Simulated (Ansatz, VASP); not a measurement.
## Sn3Br in VASP and in Ansatz

INCAR

```
ALGO = Normal
EDIFF = 1E-6
EDIFFG = -0.04
ENCUT = 600
GGA = PE
IBRION = 2
ISIF = 3
ISMEAR = 0
LASPH = True
LCHARG = False
LREAL = False
LWAVE = False
NELM = 80
NSW = 90
PREC = Accurate
SIGMA = 0.1
```

KPOINTS

```
k-points
0
Gamma
  4 4 6
```

File POSCAR:

```
Sn3Br
1.0
    5.6670370215      0.0000000000      0.0000000000
    0.0000000000      5.6670370215      0.0000000000
    0.0000000000      0.0000000000      3.5385236078
Sn Br
3 1
Direct
    0.0000000000      0.5000000000      0.5000000000
    0.5000000000      0.0000000000      0.5000000000
    0.5000000000      0.5000000000      0.0000000000
    0.0000000000      0.0000000000      0.0000000000
```

Input for Ansatz:

```yaml
crystal:
  lattice:
    - [5.6670370215, 0.0, 0.0]
    - [0.0, 5.6670370215, 0.0]
    - [0.0, 0.0, 3.5385236078]
  atoms:
    - { symbol: Sn, position: [0.0, 0.5, 0.5] }
    - { symbol: Sn, position: [0.5, 0.0, 0.5] }
    - { symbol: Sn, position: [0.5, 0.5, 0.0] }
    - { symbol: Br, position: [0.0, 0.0, 0.0] }
basis:
  ecutwfc: 420
kpoints:
  mp_grid: { grid: [4, 4, 6] }
hamiltonian:
  xc: pbe
scf:
  occupations: { method: gaussian, width: 0.1 }
  lower_state_search: "off"
output:
  forces: true
  stress: true
  eigenvalues: true
relax:
  adjacent_minimum: "off"
  f_tol: 0.04
  max_steps: 70
  cell: { stress_tol: 0.4 }
```

Alike in both runs: task relaxation of cell and atoms; functional PBE; k mesh 4 × 4 × 6; occupations gaussian, width 0.1 eV; no spin polarisation.

|  | VASP | Ansatz |
| --- | --- | --- |
| version | VASP 6.6.1 | Ansatz 0.2.0 |
| potentials or method | VASP PAW PBE potentials, release 64 (Sn_d, Br), cutoff 600 eV | scalar-relativistic, plane waves, PAW |
| valence electrons in the cell | 49 | 49 |

|  | VASP | Ansatz | Ansatz less VASP |
| --- | --- | --- | --- |
| gap on the k mesh at the Fermi level, each at its own relaxed structure (eV) | none | none | - |
| relaxed volume (Å³/atom) | 28.38 | 28.40 | +0.022 |
| relaxed cell length with the largest relative difference (Å) | 3.385 | 3.398 | +0.0131 |

A gap of «none» marks a metal or a gap that the smearing closes.
